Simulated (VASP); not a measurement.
Set up this calculation in VASP 6.6.1, as the native input.

* Task: single point
* Functional: r2SCAN
* Potentials or basis: VASP PAW PBE potentials, release 64 (Ba_sv, Zn, P, F)
* Cutoff: 520 eV
* k mesh: 6 × 6 × 2
* Occupations: gaussian, width 0.01 eV
* Spin: no spin polarisation
* Dipole correction: no
* Further INCAR settings: ALGO = Normal; EDIFF = 1e-06; NBANDS = 44

BaZnPF:

```
Ba Zn P F
1.0
     4.14226    0.00000    0.00000
     0.00000    4.14226    0.00000
     0.00000    0.00000    9.49337
Ba Zn P F
2 2 2 2
Direct
  0.50000 0.00000 0.33119
  0.00000 0.50000 0.66881
  0.50000 0.50000 0.00000
  0.00000 0.00000 0.00000
  0.00000 0.50000 0.14688
  0.50000 0.00000 0.85312
  0.50000 0.50000 0.50000
  0.00000 0.00000 0.50000
```

One way to write it, as run:

POSCAR

```
BaZnPF
1.0
    4.1422632358      0.0000000000      0.0000000000
    0.0000000000      4.1422632358      0.0000000000
    0.0000000000      0.0000000000      9.4933706844
Ba Zn P F
2 2 2 2
Direct
    0.5000000000      0.0000000000      0.3311857407
    0.0000000000      0.5000000000      0.6688142593
    0.5000000000      0.5000000000      0.0000000000
    0.0000000000      0.0000000000      0.0000000000
    0.0000000000      0.5000000000      0.1468826657
    0.5000000000      0.0000000000      0.8531173343
    0.5000000000      0.5000000000      0.5000000000
    0.0000000000      0.0000000000      0.5000000000
```

INCAR.step1

```
ALGO = Normal
EDIFF = 1E-4
ENCUT = 520
GGA = PE
ISMEAR = 0
LASPH = T
LCHARG = F
LREAL = F
LWAVE = T
NBANDS = 44
NELM = 60
PREC = Accurate
SIGMA = 0.01
```

INCAR.step2

```
ALGO = Normal
EDIFF = 1E-6
ENCUT = 520
ISIF = 2
ISMEAR = 0
ISTART = 1
LASPH = T
LCHARG = F
LMIXTAU = T
LREAL = F
LWAVE = F
METAGGA = R2SCAN
NBANDS = 44
NELM = 60
PREC = Accurate
SIGMA = 0.01
```

KPOINTS

```
k-points
0
Gamma
  6 6 2
```

Potentials or basis: VASP PAW PBE potentials, release 64 (Ba_sv, Zn, P, F).

Run with:

```console
$ cat potpaw_PBE.64/Ba_sv/POTCAR potpaw_PBE.64/Zn/POTCAR potpaw_PBE.64/P/POTCAR potpaw_PBE.64/F/POTCAR > POTCAR
$ cp INCAR.step1 INCAR
$ mpirun -np 1 vasp_std > vasp.out
$ cp INCAR.step2 INCAR
$ mpirun -np 1 vasp_std > vasp.out
```

It gave:

| Property | Result |
| --- | --- |
| Pressure | 0.7 GPa |
| Largest force | 0.131 eV/Å |
| Band gap on the k mesh | 0.74 eV |

Caveat: semilocal functionals underestimate gaps, and a narrow one can read as zero; the PAW data sets were made with another functional, which shifts forces and pressure a little; spin-orbit coupling is left out, which moves the levels of the heavy elements.

Run time: 11 min on 1 thread of Intel Xeon 8259CL, on a shared host, peak memory 0.38 GiB.
